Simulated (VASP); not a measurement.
Ga: single point with PBEsol

The system is Ga.

```
Ga
1.0
    -1.39932    1.39932    2.22900
     1.39932   -1.39932    2.22900
     1.39932    1.39932   -2.22900
Ga
1
Direct
  0.00000 0.00000 0.00000
```

```yaml
Program: VASP 6.6.1
Task: single point
Functional: PBEsol
Potentials_or_basis: VASP PAW PBE potentials, release 64 (Ga_d)
Cutoff: 520 eV
k_mesh: 17 × 17 × 17
Occupations: fermi-dirac, width 0.1 eV
Spin: no spin polarisation
Dipole_correction: no
Further_INCAR_settings: ALGO = Normal; EDIFF = 1e-06; NBANDS = 12
```

| Property | Result |
| --- | --- |
| Pressure | 1.0 GPa |
| Band gap on the k mesh | zero (an odd number of electrons rules out a gap without spin polarisation) |

Levels at points of the mesh, in eV from the Fermi level:
```
           k point  band 3  band 4  band 5  band 6  band 7  band 8  band 9  band 10
(0.00, 0.00, 0.00)  -14.89  -14.87  -14.73  -11.69   13.07   13.07   13.10    16.46
```

It took 86 s on 1 thread of Intel Xeon 8259CL, on a shared host, peak memory 0.2 GiB.

Caveat: the PAW data sets were made with another functional, which shifts forces and pressure a little.
